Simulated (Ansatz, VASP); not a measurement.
# Two plane-wave programs on AlIn3Sb2

```
CELL_PARAMETERS angstrom
5.29773 3.05864 2.78426
-5.29773 3.05864 2.78426
0.00000 -6.11729 2.78426
ATOMIC_POSITIONS crystal
Al 0.50000 0.50000 0.50000
In 0.00000 0.50000 0.00000
In 0.00000 0.00000 0.50000
In 0.50000 0.00000 0.00000
Sb 0.80604 0.80604 0.80604
Sb 0.19396 0.19396 0.19396
```

Change from the starting cell: species swapped into the Ag3AuS2 type (R-3m, No. 166).

Alike in both runs: functional PBE; k mesh 3 × 3 × 3; occupations gaussian, width 0.1 eV; no spin polarisation.

Ansatz relaxed the structure, and its values are those at the end. VASP's run is a single point on that final structure, the one shown.

|  | VASP | Ansatz |
| --- | --- | --- |
| version | VASP 6.6.1 | Ansatz 0.2.0 |
| potentials or method | VASP PAW PBE potentials, release 64 (Al, In_d, Sb), cutoff 520 eV | scalar-relativistic, plane waves, PAW |
| valence electrons in the cell | 52 | 72 |

```csv
,VASP,Ansatz,Ansatz less VASP
gap on the k mesh at the Fermi level (eV),none,none,-
pressure (GPa),0.1,0.0,-0.03
rms of the force components (eV/Å),0.011,0.004,-0.0072
```

A gap of «none» marks a metal or a gap that the smearing closes. VASP's potentials hold 52 valence electrons a cell and Ansatz's 72, so a difference there can come from the potentials and not from the codes.

Spin-orbit coupling is off throughout.
